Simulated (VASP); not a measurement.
Wanted: the native input for a VASP 6.6.1 run.

```yaml
Task: relaxation of cell and atoms
Functional: PBEsol
Potentials_or_basis: VASP PAW PBE potentials, release 64 (Be, Ge_d, N)
Cutoff: 600 eV
k_mesh: 10 × 10 × 10
Occupations: fermi-dirac, width 0.15 eV
Spin: no spin polarisation
Dipole_correction: no
Further_INCAR_settings: ALGO = Normal; EDIFF = 1e-06; IBRION = 2; EDIFFG = -0.001; NSW = 80; ISIF = 3
```

The structure of Be3GeN lies in POSCAR:

```
Be3GeN
1.0
    3.5905732901      0.0000000000      0.0000000000
    0.0000000000      3.5905732901      0.0000000000
    0.0000000000      0.0000000000      3.5905732901
Be Ge N
3 1 1
Direct
    0.0000000000      0.5000000000      0.5000000000
    0.5000000000      0.0000000000      0.5000000000
    0.5000000000      0.5000000000      0.0000000000
    0.0000000000      0.0000000000      0.0000000000
    0.5000000000      0.5000000000      0.5000000000
```

The input as run:

INCAR

```
PREC = Accurate ; ENCUT = 600
EDIFF = 1E-6 ; ISMEAR = -1
SIGMA = 0.15 ; LREAL = False
LASPH = True ; NELM = 80
ALGO = Normal ; ISIF = 3
LWAVE = False ; LCHARG = False
GGA = PS ; IBRION = 2
NSW = 80 ; EDIFFG = -0.001
```

KPOINTS

```
regular mesh
0
Gamma
  10 10 10
```

Potentials or basis: VASP PAW PBE potentials, release 64 (Be, Ge_d, N).

Run with:

```console
$ cat potpaw_PBE.64/Be/POTCAR potpaw_PBE.64/Ge_d/POTCAR potpaw_PBE.64/N/POTCAR > POTCAR
$ mpirun -np 1 vasp_std > vasp.out
```

Results of the run:

The relaxed volume is 9.28 Å³/atom, the relaxed cell is a = 3.594 Å, b = 3.594 Å, c = 3.594 Å, α = 90.00°, β = 90.00°, γ = 90.00° and the space group after relaxing (to 0.1 Å) is Pm-3m (No. 221). The energy gained by relaxing is 0.0 meV/atom, the ionic steps are 2 and the pressure after relaxing is 0.0 GPa. The band gap on the k mesh is zero (an odd number of electrons rules out a gap without spin polarisation).

Caveat: the PAW data sets were made with another functional, which shifts forces and pressure a little.

It took 2.3 min on 1 thread of AMD EPYC 7R13 (shared host), peak memory 0.18 GiB.
